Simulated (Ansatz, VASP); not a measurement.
## Two plane-wave programs on TaN

Contents of INCAR:

```
SYSTEM = TaN
PREC = Accurate
ENCUT = 520
EDIFF = 1E-8
ISMEAR = -1
SIGMA = 0.02
LREAL = .False.
LASPH = .True.
NELM = 120
ALGO = Normal
ISIF = 2
LWAVE = .False.
LCHARG = .False.
GGA = PS
LEFG = .True.
NBANDS = 16
GGA_COMPAT = .False.
```

File KPOINTS:

```
regular mesh
0
Gamma
  12 12 10
  0 0 0
```

Contents of POSCAR:

```
TaN
1.0
    2.9379988584      0.0000000000      0.0000000000
   -1.4689994292      2.5443816477      0.0000000000
    0.0000000000      0.0000000000      2.8830000000
Ta N
1 1
Direct
    0.3333333333      0.6666666667      0.5000000000
    0.0000000000      0.0000000000      0.0000000000
```

Input for Ansatz:

```yaml
crystal:
  lattice:
    - [2.9379988584, 0.0, 0.0]
    - [-1.4689994292, 2.5443816477, 0.0]
    - [0.0, 0.0, 2.883]
  atoms:
    - { symbol: Ta, position: [0.3333333333, 0.6666666667, 0.5] }
    - { symbol: "N", position: [0.0, 0.0, 0.0] }
kpoints:
  mp_grid: { grid: [12, 12, 10] }
  band_path:
    path:
      - [0.0, 0.0, 0.0]
      - [0.5, 0.0, 0.0]
      - [0.3333333333, 0.3333333333, 0.0]
      - [0.0, 0.0, 0.0]
      - [0.0, 0.0, 0.5]
      - [0.5, 0.0, 0.5]
      - [0.3333333333, 0.3333333333, 0.5]
      - [0.0, 0.0, 0.5]
      - [0.5, 0.0, 0.5]
    npoints: 5
scf:
  occupations: { method: fermi_dirac, width: 0.02 }
hamiltonian:
  xc: pbesol
  pseudopotentials: { kind: paw }
output:
  forces: true
  stress: true
  eigenvalues: true
  efg: { contact_densities: true }
```

Alike in both runs: task electric field gradients; functional PBEsol; k mesh 12 × 12 × 10; occupations fermi-dirac, width 0.02 eV; no spin polarisation.

|  | VASP | Ansatz |
| --- | --- | --- |
| version | VASP 6.6.1 | Ansatz 0.2.0 |
| potentials or method | VASP PAW PBE potentials, release 64 (Ta_sv_GW, N) | PAW with Ansatz's default frozen-core files, scalar-relativistic |
| plane-wave cutoff (eV) | 520 | 420 |
| valence electrons in the cell | 18 | 18 |

```tsv
	VASP	Ansatz	Ansatz less VASP
pressure (GPa)	-5.1	-4.9	+0.24
traceless stress, the component that is largest in VASP (GPa)	-0.12	-0.20	-0.083
size of Vzz on the site where it differs most (V/Å²)	34.5	51.9	+17.35
```

VASP's potentials were made for PBE, not for PBEsol.

Neither program's run includes spin-orbit coupling.
